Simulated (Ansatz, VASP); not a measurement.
**One calculation of GaN, two programs**

```
CELL_PARAMETERS angstrom
3.15180 0.00000 0.00000
-1.57590 2.72954 0.00000
0.00000 0.00000 5.13848
ATOMIC_POSITIONS crystal
Ga 0.66667 0.33333 0.49930
Ga 0.33333 0.66667 0.99930
N 0.66667 0.33333 0.87570
N 0.33333 0.66667 0.37570
```

Alike in both runs: functional LDA; k mesh 12 × 12 × 6; occupations gaussian, width 0.02 eV; no spin polarisation.

Ansatz relaxed the structure, and its values are those at the end. VASP's run is a single point on that final structure, the one shown.

```csv
,VASP,Ansatz
version,VASP 6.6.1,Ansatz 0.2.0
potentials or method,"VASP PAW LDA potentials, release 64 (Ga_d, N), cutoff 520 eV","scalar-relativistic, plane waves, PAW"
valence electrons in the cell,36,36
```

```csv
,VASP,Ansatz,Ansatz less VASP
gap on the k mesh at the Fermi level (eV),2.15,2.13,-0.017
least direct gap on the mesh (eV),2.15,2.13,-0.017
pressure (GPa),1.1,0.0,-1.12
```

LDA's correlation is that of Perdew and Zunger in VASP and of Perdew and Wang (1992) in Ansatz.
